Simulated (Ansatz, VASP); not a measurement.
# Two plane-wave programs on AlFe3

```
Al Fe
1.0
     3.59010    0.00000    0.00000
     0.00000    3.59010    0.00000
     0.00000    0.00000    3.59010
Al Fe
1 3
Direct
  0.00000 0.00000 0.00000
  0.00000 0.50000 0.50000
  0.50000 0.00000 0.50000
  0.50000 0.50000 0.00000
```

Alike in both runs: task single point; functional LDA; k mesh 6 × 6 × 6; collinear spin.

|  | VASP | Ansatz |
| --- | --- | --- |
| version | VASP 6.6.1 | Ansatz 0.2.0 |
| potentials or method | VASP PAW LDA potentials, release 64 (Al, Fe), cutoff 520 eV | plane waves, PAW |
| occupations | fermi-dirac, width 0.1 eV | fermi-dirac |
| valence electrons in the cell | 27 | 51 |

VASP gave:

```
net moment per atom (μB)                                      : 1.53
size of the moment on the site where the two differ most (μB) : 2.03
```

Q: Estimate Ansatz's values.

A: net moment per atom (μB): 1.58; size of the moment on the site where the two differ most (μB): 2.12.

LDA's correlation is that of Perdew and Zunger in VASP and of Perdew and Wang (1992) in Ansatz. Site moments also hang on the region over which each program counts them. VASP's potentials hold 27 valence electrons a cell and Ansatz's 51, so a difference there can come from the potentials and not from the codes.
